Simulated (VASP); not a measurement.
Set up this calculation in VASP 6.6.1, as the native input.

* Task: single point
* Functional: BLYP
* Potentials or basis: VASP PAW PBE potentials, release 64 (Fe)
* Cutoff: 520 eV
* k mesh: 16 × 16 × 5
* Occupations: fermi-dirac, width 0.05 eV
* Spin: collinear spin, ferrimagnetic start
* Starting moments: [1.44, -1.095, -0.94, -0.94] μB
* Dipole correction: no
* Further INCAR settings: ALGO = Normal; EDIFF = 1e-07; NBANDS = 28

The structure of Fe lies in POSCAR:

```
Fe
1.0
    2.3821276469      0.0000000000      0.0000000000
   -1.1910638235      2.0629830573      0.0000000000
    0.0000000000      0.0000000000      7.8061143359
Fe
4
Direct
    0.0000000000      0.0000000000      0.0000000000
    0.0000000000      0.0000000000      0.5000000000
    0.3333333333      0.6666666667      0.2500000000
    0.6666666667      0.3333333333      0.7500000000
```

This isn't the form of Fe at room conditions, which is bcc.

The input as run:

INCAR

```
SYSTEM = Fe
AGGAC    = 1.0          
AGGAX    = 1.0          
ALDAC    = 0.0          
ALDAX    = 1.0          
ALGO     = Normal         ! electronic algorithm
EDIFF    = 1E-7           ! SCF threshold, eV
ENCUT    = 520            ! plane-wave cutoff, eV
GGA      = B5             ! functional
ISIF     = 2              ! what is computed and relaxed
ISMEAR   = -1             ! smearing method
ISPIN    = 2              ! spin polarisation
LASPH    = .True.         ! aspherical terms in the spheres
LCHARG   = .False.        ! write CHGCAR
LMAXMIX  = 4              ! l up to which the mixer works
LORBIT   = 11             ! projections on sites
LREAL    = .False.        ! projectors in reciprocal space
LWAVE    = .False.        ! write WAVECAR
MAGMOM   = 1.44 -1.095 -0.94 -0.94 ! initial moments
NBANDS   = 28             ! bands
NELM     = 150            ! most SCF steps
PREC     = Accurate       ! precision mode
SIGMA    = 0.05           ! smearing width, eV
```

KPOINTS

```
k-points
0
Gamma
  16 16 5
  0 0 0
```

Potentials or basis: VASP PAW PBE potentials, release 64 (Fe).

Launch:

```sh
$ cat potpaw_PBE.64/Fe/POTCAR > POTCAR
$ mpirun -np 1 vasp_std > vasp.out
```

Results of the run:

The pressure is 35.1 GPa. The largest force is 0.004 eV/Å, the net moment is -0.41 μB per cell and the site moments are Fe +0.40, -0.36, -0.22 (each value once) μB. The valence electrons inside the program's atomic spheres are Fe 7.70.

Caveat: the stress differs along the axes, from 29 to 38 GPa; the PAW data sets were made with another functional, which shifts forces and pressure a little.

Run time: 5.2 min on 1 thread of Intel(R) Xeon(R) 6975P-C (Granite Rapids), on a shared host, peak memory 0.3 GiB.
